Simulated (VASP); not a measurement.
# SiC (pbesol) (Fm-3m) in VASP: a series of runs

Runs on SiC (pbesol). Level: PBEsol. Tasks: single point, relaxation of cell and atoms.

Program: VASP 6.6.1. These are calculated values, not measurements. Logs are shortened: lines on timing, memory, paths and dates and some standing lists are left out, and cuts for length are marked.

## 1. The cell of the first run

The structure is cubic, space group Fm-3m (No. 225). The conventional cell has a = 3.908 Å, b = 3.908 Å, c = 3.908 Å, α = 90.00°, β = 90.00°, γ = 90.00°. Within 2.6 Å of C (site symmetry m-3m) lie 6 Si at 1.95 Å. Si (site symmetry m-3m) has 6 C at 1.95 Å within 2.6 Å.

## 2. Single point, PBEsol

The input, INCAR:

```
PREC = Accurate
ENCUT = 600
EDIFF = 1E-6
ISMEAR = 0
SIGMA = 0.02
LREAL = F
LASPH = T
NELM = 120
ALGO = Normal
ISIF = 2
LWAVE = F
LCHARG = F
GGA = PS
NBANDS = 11
GGA_COMPAT = F
```

The input, KPOINTS:

```
regular mesh
0
Gamma
  16 16 16
```

The input, POSCAR:

```
SiC
1.0
    0.0000000000      1.9542083714      1.9542083714
    1.9542083714      0.0000000000      1.9542083714
    1.9542083714      1.9542083714      0.0000000000
C Si
1 1
Direct
    0.0000000000      0.0000000000      0.0000000000
    0.5000000000      0.5000000000      0.5000000000
```

Potentials or basis: VASP PAW PBE potentials, release 64 (C, Si).

On the command line:

```
$ cat potpaw_PBE.64/C/POTCAR potpaw_PBE.64/Si/POTCAR > POTCAR
$ mpirun -np 1 vasp_std > vasp.out
```

OUTCAR:

```text
PREC = Accurate
   ENCUT = 600
   EDIFF = 1E-6
   ISMEAR = 0
   LREAL = F
   LASPH = T
   NELM = 120
   ISIF = 2
   GGA = PS

 ion  position               nearest neighbor table
   1  0.000  0.000  0.000-   2 1.95   2 1.95   2 1.95   2 1.95   2 1.95   2 1.95
   2  0.500  0.500  0.500-   1 1.95   1 1.95   1 1.95   1 1.95   1 1.95   1 1.95

  LATTYP: Found a face centered cubic cell.
 ALAT       =     3.9084167428

  Lattice vectors:

 A1 = (   0.0000000000,   1.9542083714,   1.9542083714)
 A2 = (   1.9542083714,   0.0000000000,   1.9542083714)
 A3 = (   1.9542083714,   1.9542083714,   0.0000000000)

Analysis of symmetry for initial positions (statically):
=====================================================================
 Subroutine PRICEL returns:
 Original cell was already a primitive cell.

 Routine SETGRP: Setting up the symmetry group for a
 face centered cubic supercell.

 Subroutine GETGRP returns: Found 48 space group operations
 (whereof 48 operations were pure point group operations)
 out of a pool of 48 trial point group operations.

The static configuration has the point symmetry O_h .

Analysis of symmetry for dynamics (positions and initial velocities):
=====================================================================
 Subroutine PRICEL returns:
 Original cell was already a primitive cell.

 Routine SETGRP: Setting up the symmetry group for a
 face centered cubic supercell.

 Subroutine GETGRP returns: Found 48 space group operations
 (whereof 48 operations were pure point group operations)
 out of a pool of 48 trial point group operations.

The dynamic configuration has the point symmetry O_h .

 Subroutine INISYM returns: Found 48 space group operations
 (whereof 48 operations are pure point group operations),
 and found     1 'primitive' translations

----------------------------------------------------------------------------------------

                                     Primitive cell

  volume of cell :      14.9260

  direct lattice vectors                    reciprocal lattice vectors
     0.000000000  1.954208371  1.954208371    -0.255858079  0.255858079  0.255858079
     1.954208371  0.000000000  1.954208371     0.255858079 -0.255858079  0.255858079
     1.954208371  1.954208371  0.000000000     0.255858079  0.255858079 -0.255858079

  length of vectors
     2.763667983  2.763667983  2.763667983     0.443159192  0.443159192  0.443159192
[... 87 lines left out ...]
   ISIF   =      2    stress and relaxation
   ISYM   =      2    0-nonsym 1-usesym 2-fastsym
   POTIM  = 0.5000    time-step for ionic-motion
   TEBEG  =    0.0;   TEEND  =   0.0 temperature during run
   PSTRESS=    0.0 pullay stress
   NELECT =       8.0000    total number of electrons
   NUPDOWN=      -1.0000    fix difference up-down
   EMIN   =  10.00;   EMAX   =-10.00  energy-range for DOS
   EFERMI =   0.00;   METHOD = LEGACY
   ISMEAR =     0;   SIGMA  =   0.02  broadening in eV -4-tet -1-fermi 0-gaus
   EFERMI_NEDOS =   21; number of points for ismear=-14 and -15
   IALGO  =     38    algorithm
   IMIX   =      4    mixing-type and parameters
     AMIX     =   0.40;   BMIX     =  1.00
     AMIX_MAG =   1.60;   BMIX_MAG =  1.00
  volume/ion in A,a.u.               =       7.46        50.36
  Fermi-wavevector in a.u.,A,eV,Ry     =   1.329813  2.512982 24.060584  1.768403
  Thomas-Fermi vector in A             =   2.458947
   LORBIT       =      0    0 simple, 1 ext, 2 COOP (PROOUT), +10 PAW based schemes
   GGA     = PS    functional components
   LHFCALC =     F    Hartree Fock is set to
   AEXX    =    0.0000 exact exchange contribution
   IVDW    =     0    specifies the selected vdW correction
   LEPSILON=     F    determine dielectric tensor
   LRPA    =     F    only Hartree local field effects (RPA)
 non-spin polarized calculation
 Gauss-broadening in eV      SIGMA  =   0.02
  energy-cutoff  :      600.00
  volume of cell :       14.93
 maximum number of plane-waves:       531
 NGX is ok and might be reduce to    24
   NGX = 11   NGY = 11   NGZ = 11

 number of electron       8.0000000 magnetization

 Free energy of the ion-electron system (eV)
  ---------------------------------------------------
  ext. energy  EPLUGINS =         0.00000000
  ---------------------------------------------------
  free energy    TOTEN  =       -14.46994253 eV

  energy without entropy =      -14.46991214  energy(sigma->0) =      -14.46992733

 E-fermi :  14.0960     XC(G=0): -13.2679

 val. band max:       14.0755178613   @ k =   0.0000   0.0000   0.0000
 cond. band min:      14.1046661692   @ k =  -0.0625   0.0625   0.0000
 fundamental gap:      0.0291483078
 Fermi energy:        14.0959569928

 k-point     1 :       0.0000    0.0000    0.0000
  band No.  band energies     occupation
      1      -5.6999      2.00000
      2      14.0755      1.85162
      3      14.0755      1.85162
      4      14.0755      1.85162
      5      22.9511      0.00000
      6      22.9511      0.00000
      7      22.9511      0.00000
      8      23.5622      0.00000
      9      28.0994      0.00000
     10      28.0994      0.00000
     11      28.0994      0.00000
[... 309 lines left out ...]
 k-point    24 :      -0.0625    0.0625    0.0000
  band No.  band energies     occupation
      1      -5.4278      2.00000
      2      12.9375      2.00000
      3      13.3723      2.00000
      4      14.1047      0.53801
      5      22.4626      0.00000
      6      23.2478      0.00000
      7      23.3816      0.00000
      8      24.3613      0.00000
      9      24.8720      0.00000
     10      26.3782      0.00000
     11      28.3630      0.00000

 [... further k-points ...]

------------------------ aborting loop because EDIFF is reached ----------------------------------------

  FORCE on cell =-STRESS in cart. coord.  units (eV):
  Direction    XX          YY          ZZ          XY          YZ          ZX
  --------------------------------------------------------------------------------------
  -------------------------------------------------------------------------------------
  Total        2.8445064      2.8445064      2.8445064     -0.0000000     -0.0000000      0.0000000
  in kB      305.3338116    305.3338116    305.3338116     -0.0000000     -0.0000000      0.0000000
  external PRESSURE =     305.3338116 kB  Pullay stress =       0.0000000 kB

 VOLUME and BASIS-vectors are now :
 -----------------------------------------------------------------------------
  energy-cutoff  :      600.00
  volume of cell :       14.93
      direct lattice vectors                 reciprocal lattice vectors
     0.000000000  1.954208371  1.954208371    -0.255858079  0.255858079  0.255858079
     1.954208371  0.000000000  1.954208371     0.255858079 -0.255858079  0.255858079
     1.954208371  1.954208371  0.000000000     0.255858079  0.255858079 -0.255858079

 POSITION                                       TOTAL-FORCE (eV/Angst)
 -----------------------------------------------------------------------------------
      0.00000      0.00000      0.00000        -0.000000     -0.000000     -0.000000
      1.95421      1.95421      1.95421         0.000000      0.000000      0.000000
 -----------------------------------------------------------------------------------
    total drift:                                0.000000     -0.000000     -0.000000

  FREE ENERGIE OF THE ION-ELECTRON SYSTEM (eV)
  ---------------------------------------------------
  free  energy   TOTEN  =       -14.4699425315 eV

  energy  without entropy=      -14.4699121351  energy(sigma->0) =      -14.46992733
```

OSZICAR:

```text
N       E                     dE             d eps       ncg     rms          rms(c)
DAV:   1     0.359043259024E+01    0.35904E+01   -0.46886E+03  3230   0.773E+02
DAV:   2    -0.154589687779E+02   -0.19049E+02   -0.17983E+02  4114   0.113E+02
DAV:   3    -0.159938938963E+02   -0.53493E+00   -0.53357E+00  3880   0.144E+01
DAV:   4    -0.159950826284E+02   -0.11887E-02   -0.11887E-02  3517   0.826E-01
DAV:   5    -0.159950848509E+02   -0.22224E-05   -0.22224E-05  3754   0.341E-02    0.940E+00
DAV:   6    -0.145393530070E+02    0.14557E+01   -0.42772E+00  3418   0.993E+00    0.438E+00
DAV:   7    -0.144751381319E+02    0.64215E-01   -0.44498E-01  3728   0.374E+00    0.157E+00
DAV:   8    -0.144704760504E+02    0.46621E-02   -0.75601E-03  3349   0.596E-01    0.374E-01
DAV:   9    -0.144699395478E+02    0.53650E-03   -0.86959E-04  3509   0.178E-01    0.143E-01
DAV:  10    -0.144699431109E+02   -0.35631E-05   -0.20405E-05  3544   0.366E-02    0.195E-02
DAV:  11    -0.144699425315E+02    0.57940E-06   -0.35433E-06  3459   0.116E-02
   1 F= -.14469943E+02 E0= -.14469927E+02  d E =-.303964E-04
```

stdout:

```text
POSCAR found type information on POSCAR C Si
 POSCAR found :  2 types and       2 ions
 scaLAPACK will be used
 -----------------------------------------------------------------------------
|                                                                             |
|                                                                             |
|     You enforced a specific xc type in the INCAR file but a different       |
|     I HOPE YOU KNOW WHAT YOU ARE DOING!                                     |
|                                                                             |
 -----------------------------------------------------------------------------

 LDA part: xc-table for (Slater+PW92), standard interpolation
 POSCAR, INCAR and KPOINTS ok, starting setup
 FFT: planning ... GRIDC
 FFT: planning ... GRID_SOFT
 FFT: planning ... GRID
 WAVECAR not read
 entering main loop
```

Wall time 25 s (1 thread of Intel Xeon 8259CL, shared host); peak memory 0.15 GiB.

What came out:

```
Free energy            : -14.4699 eV
Pressure               : 30.5 GPa
Band gap on the k mesh : zero (band 4 reaches 14.10 eV, above the bottom of band 5 at 13.86 eV)
```

Caveat: the PAW data sets were made with another functional, which shifts forces and pressure a little.

## 3. Single point, PBEsol

The input, INCAR:

```
SYSTEM = SiC
  PREC = Accurate
  ENCUT = 600
  EDIFF = 1E-6
  ISMEAR = 0
  SIGMA = 0.1
  LREAL = .False.
  LASPH = .True.
  NELM = 120
  ALGO = Normal
  ISIF = 2
  LWAVE = .False.
  LCHARG = .True.
  GGA = PS
  LELF = .True.
  LVHAR = .True.
  NBANDS = 11
  GGA_COMPAT = .False.
```

The input, KPOINTS:

```
Automatic mesh
0
Gamma
  16 16 16
  0 0 0
```

The input, POSCAR:

```
SiC
1.0
    0.0000000000      1.9542450567      1.9542450567
    1.9542450567      0.0000000000      1.9542450567
    1.9542450567      1.9542450567      0.0000000000
C Si
1 1
Direct
    0.0000000000      0.0000000000      0.0000000000
    0.5000000000      0.5000000000      0.5000000000
```

Potentials or basis: VASP PAW PBE potentials, release 64 (C, Si).

On the command line:

```
$ cat potpaw_PBE.64/C/POTCAR potpaw_PBE.64/Si/POTCAR > POTCAR
$ mpirun -np 1 vasp_std > vasp.out
```

It took 25 s on 1 thread of Intel Xeon 8259CL, shared host; peak memory 0.15 GiB.

Results (log left out):

| Quantity | Value |
| --- | --- |
| Free energy | -14.4704 eV |
| Pressure | 30.5 GPa |
| Band gap on the k mesh | zero (band 4 reaches 14.10 eV, above the bottom of band 5 at 13.86 eV) |

Levels at points of the mesh, in eV from the Fermi level:
| k point | band 2 | band 3 | band 4 | band 5 | band 6 | band 7 |
| --- | --- | --- | --- | --- | --- | --- |
| (0.00, 0.00, 0.00) | -0.05 | -0.05 | -0.05 | 8.82 | 8.82 | 8.82 |
| (0.50, 0.00, 0.00) | -12.52 | -1.41 | -1.41 | 5.64 | 5.64 | 6.49 |
| (0.50, 0.50, 0.00) | -10.92 | -4.82 | -4.82 | -0.27 | 1.84 | 16.32 |

Caveat: the PAW data sets were made with another functional, which shifts forces and pressure a little.

## 4. Relaxation of cell and atoms, PBEsol, target pressure 1e-06 GPa, at which the enthalpy is minimised

This run uses another cell than the first one, of 8.20 Å³/atom, 1.099 times its volume.

The input, INCAR:

```
SYSTEM = SiC
PREC     = Accurate       ! precision mode
ENCUT    = 600            ! plane-wave cutoff, eV
EDIFF    = 1E-7           ! SCF threshold, eV
ISMEAR   = 0              ! smearing method
SIGMA    = 0.1            ! smearing width, eV
LREAL    = .FALSE.        ! projectors in reciprocal space
LASPH    = .TRUE.         ! aspherical terms in the spheres
NELM     = 120            ! most SCF steps
ALGO     = Normal         ! electronic algorithm
ISIF     = 3              ! what is computed and relaxed
LWAVE    = .FALSE.        ! write WAVECAR
LCHARG   = .FALSE.        ! write CHGCAR
GGA      = PS             ! functional
IBRION   = 2              ! ionic algorithm
NSW      = 70             ! ionic steps
EDIFFG   = -0.004         ! ionic threshold
PSTRESS  = 9.999999999999999e-06
GGA_COMPAT= .FALSE.      
NELMIN   = 4
```

The input, KPOINTS:

```
regular mesh
0
G
  16 16 16
  0 0 0
```

The input, POSCAR:

```
SiC
1.0
    0.0000000000      2.0168355651      2.0168355651
    2.0168355651      0.0000000000      2.0168355651
    2.0168355651      2.0168355651      0.0000000000
C Si
1 1
Direct
    0.0000000000      0.0000000000      0.0000000000
    0.5000000000      0.5000000000      0.5000000000
```

Potentials or basis: VASP PAW PBE potentials, release 64 (C, Si).

On the command line:

```
$ cat potpaw_PBE.64/C/POTCAR potpaw_PBE.64/Si/POTCAR > POTCAR
$ mpirun -np 1 vasp_std > vasp.out
```

OUTCAR:

```text
SYSTEM = SiC
   PREC = Accurate
   ENCUT = 600
   EDIFF = 1E-7
   ISMEAR = 0
   LREAL = .FALSE.
   LASPH = .TRUE.
   NELM = 120
   ISIF = 3
   GGA = PS
   IBRION = 2
   NSW = 70
   EDIFFG = -0.004
   PSTRESS = 9.999999999999999e-06
   NELMIN = 4

 ion  position               nearest neighbor table
   1  0.000  0.000  0.000-   2 2.02   2 2.02   2 2.02   2 2.02   2 2.02   2 2.02
   2  0.500  0.500  0.500-   1 2.02   1 2.02   1 2.02   1 2.02   1 2.02   1 2.02

  LATTYP: Found a face centered cubic cell.
 ALAT       =     4.0336711302

  Lattice vectors:

 A1 = (   0.0000000000,   2.0168355651,   2.0168355651)
 A2 = (   2.0168355651,   0.0000000000,   2.0168355651)
 A3 = (   2.0168355651,   2.0168355651,   0.0000000000)

Analysis of symmetry for initial positions (statically):
=====================================================================
[... 262 lines left out ...]
 cond. band min:      12.5115686337   @ k =   0.0000   0.0000   0.0000
 fundamental gap:      0.0582222548
 Fermi energy:        12.4574998902

 k-point     1 :       0.0000    0.0000    0.0000
  band No.  band energies     occupation
      1      -6.0895      2.00000
      2      12.5116      0.44448
      3      12.5116      0.44448
      4      12.5116      0.44448
      5      20.1866      0.00000
      6      21.3707      0.00000
      7      21.3707      0.00000
      8      21.3707      0.00000
[... 243 lines left out ...]
 k-point    24 :      -0.0625    0.0625    0.0000
  band No.  band energies     occupation
      1      -5.8343      2.00000
      2      11.4125      2.00000
      3      11.8928      2.00000
      4      12.5608      0.14404
      5      20.5680      0.00000
      6      20.8654      0.00000
      7      21.6483      0.00000
      8      22.0706      0.00000

 [... further k-points ...]

------------------------ aborting loop because EDIFF is reached ----------------------------------------

  FORCE on cell =-STRESS in cart. coord.  units (eV):
  Direction    XX          YY          ZZ          XY          YZ          ZX
  --------------------------------------------------------------------------------------
  -------------------------------------------------------------------------------------
  Total        0.0004695      0.0004695      0.0004695     -0.0000000     -0.0000000     -0.0000000
  in kB        0.0457700      0.0457700      0.0457700     -0.0000000     -0.0000000     -0.0000000
  external PRESSURE =       0.0457600 kB  Pullay stress =       0.0000100 kB
[... 21 lines left out ...]
  energy  without entropy=      -14.6023945708  energy(sigma->0) =      -14.60318256

  enthalpy is  TOTEN    =       -14.6039704496 eV   P V=        0.0000001026

 reached required accuracy - stopping structural energy minimisation
```

OSZICAR:

```text
N       E                     dE             d eps       ncg     rms          rms(c)
DAV:   1     0.554898447423E+01    0.55490E+01   -0.47555E+03  2328   0.105E+03
DAV:   2    -0.156491541466E+02   -0.21198E+02   -0.20135E+02  3376   0.107E+02
[... 19 lines left out ...]
   2 F= -.14603944E+02 E0= -.14603156E+02  d E =-.114228E-04
       N       E                     dE             d eps       ncg     rms          rms(c)
DAV:   1    -0.146039783110E+02   -0.34121E-04   -0.53394E-04  3408   0.209E-01    0.261E-02
DAV:   2    -0.146039723666E+02    0.59444E-05   -0.12375E-05  3016   0.247E-02    0.127E-02
DAV:   3    -0.146039707326E+02    0.16339E-05   -0.14796E-06  3816   0.976E-03    0.332E-03
DAV:   4    -0.146039705144E+02    0.21823E-06   -0.26526E-07  2504   0.342E-03    0.151E-03
DAV:   5    -0.146039705522E+02   -0.37795E-07   -0.30141E-09  1424   0.532E-04
   3 F= -.14603970E+02 E0= -.14603182E+02  d E =-.378303E-04
```

CONTCAR:

```text
SiC
   1.00000000000000
     0.0000000000000000    2.0179970409138135    2.0179970409138135
     2.0179970409138135    0.0000000000000000    2.0179970409138135
     2.0179970409138135    2.0179970409138135   -0.0000000000000000
  C               Si
     1     1
Direct
     0.0000000000000000    0.0000000000000000    0.0000000000000000
     0.5000000000000000    0.5000000000000000    0.5000000000000000

  0.00000000E+00  0.00000000E+00  0.00000000E+00
  0.00000000E+00  0.00000000E+00  0.00000000E+00
```

Run time: 37 s. Hardware: 1 thread of Intel Xeon Platinum 8259CL at 2.50GHz (Skylake/Cascade Lake), shared host; peak memory 0.15 GiB.

Results:

* Free energy: -14.6040 eV
* Relaxed volume: 8.22 Å³/atom
* Relaxed cell: a = 2.854 Å, b = 2.854 Å, c = 2.854 Å, α = 60.00°, β = 60.00°, γ = 60.00°
* Space group after relaxing (to 0.05 Å): Fm-3m (No. 225)
* Energy change on relaxing (the enthalpy is what falls): -0.0 meV/atom
* Ionic steps: 3
* Pressure after relaxing: 0.0 GPa
* Band gap on the k mesh: zero (band 4 reaches 12.57 eV, above the bottom of band 5 at 11.63 eV)

Final structure:
```
C Si
1.0
     0.00000    2.01800    2.01800
     2.01800    0.00000    2.01800
     2.01800    2.01800    0.00000
C Si
1 1
Cartesian
  0.0000 0.0000 0.0000
  2.0180 2.0180 2.0180
```

Levels at points of the mesh, in eV from the Fermi level:
```tsv
k point	band 2	band 3	band 4	band 5	band 6	band 7
(0.00, 0.00, 0.00)	0.05	0.05	0.05	7.73	8.91	8.91
(0.50, 0.00, 0.00)	-11.61	-1.03	-1.03	5.30	5.30	5.97
(0.50, 0.50, 0.00)	-9.90	-4.31	-4.31	-0.82	2.41	14.98
```

Caveat: the cell is relaxed towards a set pressure, so the enthalpy falls and the energy may rise; the PAW data sets were made with another functional, which shifts forces and pressure a little.

## 5. Overview

```tsv
task	cell	smearing	gap on the mesh (eV)	pressure (GPa)
single point	a = 2.764 Å, angles 60.0°, 2 atoms	gaussian 0.02 eV	none	30.5
single point	a = 2.764 Å, angles 60.0°, 2 atoms	gaussian 0.1 eV	none	30.5
relaxation of cell and atoms	relaxed to 1e-06 GPa from a = 2.852 Å, angles 60.0°, 2 atoms	gaussian 0.1 eV	none	0.0
```

Alike in all rows: level PBEsol; potentials or basis VASP PAW PBE potentials, release 64 (C, Si); no spin polarisation; k mesh 16 × 16 × 16; cutoff (eV) 600.

Caveats: the PAW data sets were made with another functional, which shifts forces and pressure a little; the cell is relaxed towards a set pressure, so the enthalpy falls and the energy may rise (some runs).

Total energies depend on the potentials used, so only differences within one code and one set of settings carry meaning.
